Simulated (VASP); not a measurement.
# NaCl (R3m) in VASP: a series of runs

NaCl is run at these levels: PBE, r2SCAN; tasks: single point.

Everything below comes from runs of VASP 6.6.1. Logs are shortened: lines on timing, memory, paths and dates and some standing lists are left out, and cuts for length are marked.

## (1) The cell of the first run

The structure is trigonal, space group R3m (No. 160). Conventional cell: a = 4.541 Å, b = 4.541 Å, c = 10.178 Å, α = 90.00°, β = 90.00°, γ = 120.00°. Within 3.5 Å of Na (site symmetry 3m) lie 4 Cl at 2.69 to 2.71 Å. Cl (site symmetry 3m) has 4 Na at 2.69 to 2.71 Å within 3.5 Å.

## (2) Single point, PBE (epitaxial 111 strain +4.0%)

Contents of INCAR:

```
ALGO = Normal
EDIFF = 1E-6
ENCUT = 500
GGA = PE
GGA_COMPAT = F
ISIF = 2
ISMEAR = 0
LASPH = T
LCHARG = T
LELF = T
LREAL = F
LVHAR = T
LWAVE = F
NBANDS = 14
NELM = 120
PREC = Accurate
SIGMA = 0.01
```

Contents of KPOINTS:

```
k-points
0
Gamma
  4 4 4
```

Contents of POSCAR:

```
NaCl
1.0
   -0.1818304836      3.0289332837      3.0289332837
    3.0289332837     -0.1818304836      3.0289332837
    3.0289332837      3.0289332837     -0.1818304836
Na Cl
1 1
Direct
   -0.0071548580     -0.0071548580     -0.0071548580
    0.2571548580      0.2571548580      0.2571548580
```

Potentials or basis: VASP PAW PBE potentials, release 64 (Na_pv, Cl).

Command:

```console
$ cat potpaw_PBE.64/Na_pv/POTCAR potpaw_PBE.64/Cl/POTCAR > POTCAR
$ mpirun -np 1 vasp_std > vasp.out
```

OUTCAR:

```text
EDIFF = 1E-6
   ENCUT = 500
   GGA = PE
   ISIF = 2
   ISMEAR = 0
   LASPH = T
   LREAL = F
   NELM = 120
   PREC = Accurate

 ion  position               nearest neighbor table
   1  0.993  0.993  0.993-   2 2.69   2 2.71   2 2.71   2 2.71
   2  0.257  0.257  0.257-   1 2.69   1 2.71   1 2.71   1 2.71

  LATTYP: Found a trigonal (rhomboedric) cell.
 ALAT       =     4.2874160049
 COS(alpha) =     0.4391774637

  Lattice vectors:

 A1 = (  -0.1818304836,   3.0289332837,   3.0289332837)
 A2 = (   3.0289332837,  -0.1818304836,   3.0289332837)
 A3 = (   3.0289332837,   3.0289332837,  -0.1818304836)

Analysis of symmetry for initial positions (statically):
=====================================================================
 Subroutine PRICEL returns:
 Original cell was already a primitive cell.

 Routine SETGRP: Setting up the symmetry group for a
 trigonal (rhombohedral) supercell.

 Subroutine GETGRP returns: Found  6 space group operations
 (whereof  6 operations were pure point group operations)
 out of a pool of 12 trial point group operations.

The static configuration has the point symmetry C_3v.

Analysis of symmetry for dynamics (positions and initial velocities):
=====================================================================
 Subroutine PRICEL returns:
 Original cell was already a primitive cell.

 Routine SETGRP: Setting up the symmetry group for a
 trigonal (rhombohedral) supercell.

 Subroutine GETGRP returns: Found  6 space group operations
 (whereof  6 operations were pure point group operations)
 out of a pool of 12 trial point group operations.

The dynamic configuration has the point symmetry C_3v.

 Subroutine INISYM returns: Found  6 space group operations
 (whereof  6 operations are pure point group operations),
 and found     1 'primitive' translations

----------------------------------------------------------------------------------------

                                     Primitive cell

  volume of cell :      60.5761

  direct lattice vectors                    reciprocal lattice vectors
    -0.181830484  3.028933284  3.028933284    -0.150907332  0.160545043  0.160545043
     3.028933284 -0.181830484  3.028933284     0.160545043 -0.150907332  0.160545043
     3.028933284  3.028933284 -0.181830484     0.160545043  0.160545043 -0.150907332

  length of vectors
[... 70 lines left out ...]
   EDIFF  = 0.1E-05   stopping-criterion for ELM
   LREAL  =      F    real-space projection
[... 7 lines left out ...]
   TEBEG  =    0.0;   TEEND  =   0.0 temperature during run
   PSTRESS=    0.0 pullay stress
   NELECT =      14.0000    total number of electrons
   NUPDOWN=      -1.0000    fix difference up-down
   EMIN   =  10.00;   EMAX   =-10.00  energy-range for DOS
   EFERMI =   0.00;   METHOD = LEGACY
   ISMEAR =     0;   SIGMA  =   0.01  broadening in eV -4-tet -1-fermi 0-gaus
   EFERMI_NEDOS =   21; number of points for ismear=-14 and -15
   IALGO  =     38    algorithm
   IMIX   =      4    mixing-type and parameters
     AMIX     =   0.40;   BMIX     =  1.00
     AMIX_MAG =   1.60;   BMIX_MAG =  1.00
  volume/ion in A,a.u.               =      30.29       204.39
  Fermi-wavevector in a.u.,A,eV,Ry     =   1.004655  1.898523 13.732802  1.009332
  Thomas-Fermi vector in A             =   2.137285
   LORBIT       =      0    0 simple, 1 ext, 2 COOP (PROOUT), +10 PAW based schemes
   GGA     = PE    functional components
   LHFCALC =     F    Hartree Fock is set to
   AEXX    =    0.0000 exact exchange contribution
   IVDW    =     0    specifies the selected vdW correction
   LEPSILON=     F    determine dielectric tensor
   LRPA    =     F    only Hartree local field effects (RPA)
 non-spin polarized calculation
 Gauss-broadening in eV      SIGMA  =   0.01
  energy-cutoff  :      500.00
  volume of cell :       60.58
 maximum number of plane-waves:      1561
   NGX = 15   NGY = 15   NGZ = 15

 number of electron      13.9999994 magnetization

 Free energy of the ion-electron system (eV)
  ---------------------------------------------------
  ext. energy  EPLUGINS =         0.00000000
  ---------------------------------------------------
  free energy    TOTEN  =        -6.63178027 eV

  energy without entropy =       -6.63178027  energy(sigma->0) =       -6.63178027

 E-fermi :  -2.3082     XC(G=0):  -6.7559

 val. band max:       -2.3590363389   @ k =   0.0000   0.0000   0.0000
 cond. band min:       2.3410453133   @ k =   0.0000   0.0000   0.0000
 fundamental gap:      4.7000816522
 Fermi energy:        -2.3081915639

 k-point     1 :       0.0000    0.0000    0.0000
  band No.  band energies     occupation
      1     -23.2117      2.00000
      2     -23.2031      2.00000
      3     -23.2031      2.00000
      4     -14.5764      2.00000
      5      -2.5424      2.00000
      6      -2.5424      2.00000
      7      -2.3590      2.00000
      8       2.3410      0.00000
      9       8.3078      0.00000
     10       8.3078      0.00000
     11       9.3189      0.00000
     12      10.4732      0.00000
     13      10.4732      0.00000
     14      12.5717      0.00000
[... 190 lines left out ...]
      1     -23.2246      2.00000
      2     -23.2051      2.00000
      3     -23.2051      2.00000
      4     -14.4158      2.00000
      5      -3.4554      2.00000
      6      -2.6841      2.00000
      7      -2.6841      2.00000
      8       4.9997      0.00000
      9       6.5893      0.00000
     10       7.7085      0.00000
     11       7.7085      0.00000
     12      11.4275      0.00000
     13      12.6679      0.00000
     14      12.6679      0.00000

------------------------ aborting loop because EDIFF is reached ----------------------------------------

  FORCE on cell =-STRESS in cart. coord.  units (eV):
  Direction    XX          YY          ZZ          XY          YZ          ZX
  --------------------------------------------------------------------------------------
  -------------------------------------------------------------------------------------
  Total        0.0027428      0.0027428      0.0027428      0.1151835      0.1151835      0.1151835
  in kB        0.0725451      0.0725451      0.0725451      3.0464903      3.0464903      3.0464903
  external PRESSURE =       0.0725451 kB  Pullay stress =       0.0000000 kB

 VOLUME and BASIS-vectors are now :
 -----------------------------------------------------------------------------
  energy-cutoff  :      500.00
  volume of cell :       60.58
      direct lattice vectors                 reciprocal lattice vectors
    -0.181830484  3.028933284  3.028933284    -0.150907332  0.160545043  0.160545043
     3.028933284 -0.181830484  3.028933284     0.160545043 -0.150907332  0.160545043
     3.028933284  3.028933284 -0.181830484     0.160545043  0.160545043 -0.150907332

 POSITION                                       TOTAL-FORCE (eV/Angst)
 -----------------------------------------------------------------------------------
      5.83399      5.83399      5.83399        -0.002668     -0.002668     -0.002668
      1.51105      1.51105      1.51105         0.002668      0.002668      0.002668
 -----------------------------------------------------------------------------------
    total drift:                                0.000083      0.000083      0.000083

  FREE ENERGIE OF THE ION-ELECTRON SYSTEM (eV)
  ---------------------------------------------------
  free  energy   TOTEN  =        -6.6317802655 eV

  energy  without entropy=       -6.6317802655  energy(sigma->0) =       -6.63178027
```

stdout:

```text
POSCAR found type information on POSCAR NaCl
 POSCAR found :  2 types and       2 ions
 scaLAPACK will be used
 LDA part: xc-table for (Slater+PW92), standard interpolation
 POSCAR, INCAR and KPOINTS ok, starting setup
 FFT: planning ... GRIDC
 FFT: planning ... GRID_SOFT
 FFT: planning ... GRID
 WAVECAR not read
 entering main loop
```

Run time: 11 s. Hardware: 1 thread of Intel Xeon Platinum 8375C at 2.90GHz (Ice Lake), shared host; peak memory 0.17 GiB.

What came out:

```
Free energy            : -6.6318 eV
Pressure               : 0.0 GPa
Largest force          : 0.005 eV/Å
Band gap on the k mesh : 4.70 eV
```

Forces in eV/Å, atoms in the order of the input:
```
Na  -0.003 -0.003 -0.003
Cl   0.003  0.003  0.003
```

Caveat: the k points lie up to 0.43 Å⁻¹ apart; the cell differs from its parent crystal (epitaxial 111 strain +4.0%).

## (3) Single point, PBE (epitaxial 111 strain +4.0%)

Contents of INCAR:

```
PREC     = Accurate       # precision mode
ENCUT    = 500            # plane-wave cutoff, eV
EDIFF    = 1E-6           # SCF threshold, eV
ISMEAR   = -1             # smearing method
SIGMA    = 0.02           # smearing width, eV
LREAL    = False          # projectors in reciprocal space
LASPH    = True           # aspherical terms in the spheres
NELM     = 120            # most SCF steps
ALGO     = Normal         # electronic algorithm
ISIF     = 2              # what is computed and relaxed
LWAVE    = False          # write WAVECAR
LCHARG   = False          # write CHGCAR
GGA      = PE             # functional
NBANDS   = 14             # bands
GGA_COMPAT= False
```

Contents of KPOINTS:

```
Automatic mesh
0
Gamma
  8 8 8
```

POSCAR is that of step 2.

Potentials or basis: VASP PAW PBE potentials, release 64 (Na_pv, Cl).

Command:

```console
$ cat potpaw_PBE.64/Na_pv/POTCAR potpaw_PBE.64/Cl/POTCAR > POTCAR
$ mpirun -np 1 vasp_std > vasp.out
```

It took 48 s on 1 thread of Intel Xeon 8259CL, shared host; peak memory 0.19 GiB.

It converged, with:

```
Free energy            : -6.6321 eV
Pressure               : 0.0 GPa
Largest force          : 0.005 eV/Å
Band gap on the k mesh : 4.70 eV
```

Forces in eV/Å, atoms in the order of the input:
```
Na  -0.003 -0.003 -0.003
Cl   0.003  0.003  0.003
```

Stress tensor (GPa, compression positive):
```
0.00 0.30 0.30
0.30 0.00 0.30
0.30 0.30 0.00
```

Levels at points of the mesh, in eV from the valence-band top:
```tsv
k point	band 5	band 6	band 7	band 8	band 9	band 10
(0.00, 0.00, 0.00)	-0.18	-0.18	0.00	4.70	10.67	10.67
(0.50, 0.00, 0.00)	-1.17	-0.23	-0.12	7.33	8.48	10.26
(0.50, 0.50, 0.00)	-1.06	-0.51	-0.32	6.85	8.90	10.23
(0.50, 0.50, 0.50)	-1.10	-0.33	-0.33	7.36	8.95	10.07
```

Caveat: the cell differs from its parent crystal (epitaxial 111 strain +4.0%). A k mesh can miss the band edges.

## (4) Single point, r2SCAN (epitaxial 111 strain +4.0%)

POSCAR is that of step 3.

Contents of INCAR.step1:

```
SYSTEM = NaCl
  PREC = Accurate
  ENCUT = 550
  ISMEAR = 0
  SIGMA = 0.01
  LREAL = .FALSE.
  LASPH = .TRUE.
  NELM = 120
  NBANDS = 14
  GGA = PE
  ALGO = Normal
  EDIFF = 1E-5
  LWAVE = .TRUE.
  LCHARG = .FALSE.
  GGA_COMPAT = .FALSE.
```

Contents of INCAR.step2:

```
SYSTEM = NaCl
  PREC = Accurate
  ENCUT = 550
  EDIFF = 1E-6
  ISMEAR = 0
  SIGMA = 0.01
  LREAL = .FALSE.
  LASPH = .TRUE.
  NELM = 120
  ALGO = Normal
  ISIF = 2
  LWAVE = .FALSE.
  LCHARG = .FALSE.
  METAGGA = R2SCAN
  LMIXTAU = .TRUE.
  NBANDS = 14
  ISTART = 1
  GGA_COMPAT = .FALSE.
```

Contents of KPOINTS:

```
Automatic mesh
0
G
  8 8 8
  0 0 0
```

Command:

```console
$ cat potpaw_PBE.64/Na_pv/POTCAR potpaw_PBE.64/Cl/POTCAR > POTCAR
$ cp INCAR.step1 INCAR
$ mpirun -np 1 vasp_std > vasp.out
$ cp INCAR.step2 INCAR
$ mpirun -np 1 vasp_std > vasp.out
```

Run time: 5.4 min. Hardware: 1 thread of Intel Xeon 8259CL, shared host; peak memory 0.24 GiB.

Results (log left out):

| Item | Value |
| --- | --- |
| Free energy | -13.5466 eV |
| Pressure | -0.7 GPa |
| Band gap on the k mesh | 5.32 eV |

Stress tensor (GPa, compression positive):
```
-0.70  0.32  0.32
 0.32 -0.70  0.32
 0.32  0.32 -0.70
```

Levels at points of the mesh, in eV from the valence-band top:
```tsv
k point	band 3	band 4	band 5	band 6	band 7	band 8	band 9	band 10	band 11	band 12
(0.00, 0.00, 0.00)	-21.54	-12.77	-0.19	-0.19	0.00	5.32	11.49	11.49	12.55	13.56
(0.50, 0.00, 0.00)	-21.54	-12.64	-1.15	-0.23	-0.12	8.08	9.05	10.94	11.71	14.84
(0.50, 0.50, 0.00)	-21.55	-12.59	-1.04	-0.52	-0.32	7.30	9.62	11.19	13.36	14.10
(0.50, 0.50, 0.50)	-21.55	-12.60	-1.09	-0.33	-0.33	8.13	9.47	10.75	10.75	14.67
```

Caveat: the cell differs from its parent crystal (epitaxial 111 strain +4.0%); the PAW data sets were made with another functional, which shifts forces and pressure a little.

## (5) Summary

```csv
level,k mesh,cutoff (eV),smearing,gap on the mesh (eV),pressure (GPa)
PBE,4 × 4 × 4,500,gaussian 0.01 eV,4.70,0.0
PBE,8 × 8 × 8,500,fermi-dirac 0.02 eV,4.70,0.0
r2SCAN,8 × 8 × 8,550,gaussian 0.01 eV,5.32,-0.7
```

Alike in all rows: task single point; potentials or basis VASP PAW PBE potentials, release 64 (Na_pv, Cl); no spin polarisation; cell as given.

Caveats: some runs use coarse meshes; the PAW data sets were made with another functional, which shifts forces and pressure a little (at least some runs).

Absolute energies hang on the potentials; compare differences alone.
